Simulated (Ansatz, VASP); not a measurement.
## PtSe2: VASP beside Ansatz

```
Pt Se
1.0
     3.68031    0.00000    0.00000
    -1.84015    3.18724    0.00000
     0.00000    0.00000    5.76363
Pt Se
1 2
Direct
  0.00000 0.00000 0.00000
  0.66667 0.33333 0.76941
  0.33333 0.66667 0.23059
```

Change from the starting cell: equal strain along all axes, cell held, atoms relaxed: -1.0 %.

Alike in both runs: functional r2SCAN; k mesh 12 × 12 × 6; occupations gaussian, width 0.02 eV; no spin polarisation.

Ansatz relaxed the structure, and its values are those at the end. VASP's run is a single point on that final structure, the one shown.

```csv
,VASP,Ansatz
version,VASP 6.6.1,Ansatz 0.2.0
potentials or method,"VASP PAW PBE potentials, release 64 (Pt, Se), cutoff 520 eV","scalar-relativistic, plane waves, PAW"
valence electrons in the cell,22,50
```

```tsv
	VASP	Ansatz	Ansatz less VASP
gap on the k mesh at the Fermi level (eV)	0.54	0.55	+0.013
least direct gap on the mesh (eV)	0.91	0.92	+0.013
pressure (GPa)	1.7	1.6	-0.08
rms of the force components (eV/Å)	0.006	0.000	-0.0057
```

VASP's potentials were made for PBE, not for r2SCAN. With one functional, cell and mesh, what is left measures potentials, basis and numerics. VASP's potentials hold 22 valence electrons a cell and Ansatz's 50, so a difference there can come from the potentials and not from the codes. Ansatz's warnings: stress scf threshold loose.

Neither program's run includes spin-orbit coupling.
